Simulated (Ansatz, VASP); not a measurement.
**One calculation of Si2W, two programs**

```
W Si
1.0
    -1.57410    1.57410    3.83503
     1.57410   -1.57410    3.83503
     1.57410    1.57410   -3.83503
W Si
1 2
Direct
  0.00000 0.00000 0.00000
  0.66530 0.66530 0.00000
  0.33470 0.33470 0.00000
```

Alike in both runs: task single point; functional LDA; k mesh 12 × 12 × 12; occupations fermi-dirac, width 0.05 eV; no spin polarisation.

|  | VASP | Ansatz |
| --- | --- | --- |
| version | VASP 6.6.1 | Ansatz 0.2.0 |
| potentials or method | VASP PAW LDA potentials, release 64 (W_sv, Si) | Ansatz PAW |
| plane-wave cutoff (eV) | 520 | 420 |
| valence electrons in the cell | 22 | 22 |

|  | VASP | Ansatz | Ansatz less VASP |
| --- | --- | --- | --- |
| gap on the k mesh at the Fermi level (eV) | none | none | - |
| pressure (GPa) | 10.6 | 9.7 | -0.92 |
| traceless stress, the component that is largest in VASP (GPa) | 1.43 | 1.40 | -0.033 |
| rms of the force components (eV/Å) | 0.064 | 0.057 | -0.0068 |

LDA's correlation is that of Perdew and Zunger in VASP and of Perdew and Wang (1992) in Ansatz. Atom by atom the forces differ by 0.007 eV/Å (rms over components). A gap of «none» marks a metal or a gap that the smearing closes.

Neither program's run includes spin-orbit coupling.
